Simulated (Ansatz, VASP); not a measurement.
**FePt: VASP beside Ansatz**

File INCAR:

```
  ALGO = Normal
  EDIFF = 1E-6
  ENCUT = 520
  GGA = PE
  ISIF = 2
  ISMEAR = 0
  ISPIN = 2
  LASPH = True
  LCHARG = False
  LMAXMIX = 4
  LORBIT = 11
  LREAL = False
  LWAVE = False
  MAGMOM = 0 3
  NBANDS = 20
  NELM = 150
  PREC = Accurate
  SIGMA = 0.022
```

KPOINTS

```
k-points
0
Gamma
  10 10 7
```

File POSCAR:

```
FePt
1.0
    2.7235000000      0.0000000000      0.0000000000
    0.0000000000      2.7235000000      0.0000000000
    0.0000000000      0.0000000000      3.7200000000
Pt Fe
1 1
Direct
    0.5000000000      0.5000000000      0.5000000000
    0.0000000000      0.0000000000      0.0000000000
```

File input.yaml:

```yaml
crystal:
  lattice:
    - [2.7235, 0.0, 0.0]
    - [0.0, 2.7235, 0.0]
    - [0.0, 0.0, 3.72]
  atoms:
    - { symbol: Pt, position: [0.5, 0.5, 0.5] }
    - { symbol: Fe, position: [0.0, 0.0, 0.0], spin: 3.0 }
kpoints:
  mp_grid: { grid: [10, 10, 7] }
scf:
  occupations: { method: gaussian, width: 0.022 }
hamiltonian:
  xc: pbe
  pseudopotentials: { kind: all_electron, lapw: { basis_error: 0.001 } }
magnetization:
  spin_polarized: true
output:
  forces: true
  stress: true
  eigenvalues: true
```

Alike in both runs: task single point; functional PBE; k mesh 10 × 10 × 7; occupations gaussian, width 0.022 eV; collinear spin.

```csv
,VASP,Ansatz
version,VASP 6.6.1,Ansatz 0.2.0
potentials or method,"VASP PAW PBE potentials, release 64 (Pt, Fe), cutoff 520 eV","all-electron LAPW, scalar-relativistic"
```

|  | VASP | Ansatz | Ansatz less VASP |
| --- | --- | --- | --- |
| gap on the k mesh at the Fermi level (eV) | none | none | - |
| pressure (GPa) | 2.8 | 3.3 | +0.49 |
| traceless stress, the component that is largest in VASP (GPa) | 0.37 | 0.28 | -0.085 |
| net moment per atom (μB) | 1.63 | 1.64 | +0.010 |
| size of the moment on the site where the two differ most (μB) | 2.91 | 2.97 | +0.056 |

Site moments also hang on the region over which each program counts them. A gap of «none» marks a metal or a gap that the smearing closes. Ansatz ran all-electron here, and VASP with PAW potentials.

Neither program's run includes spin-orbit coupling.
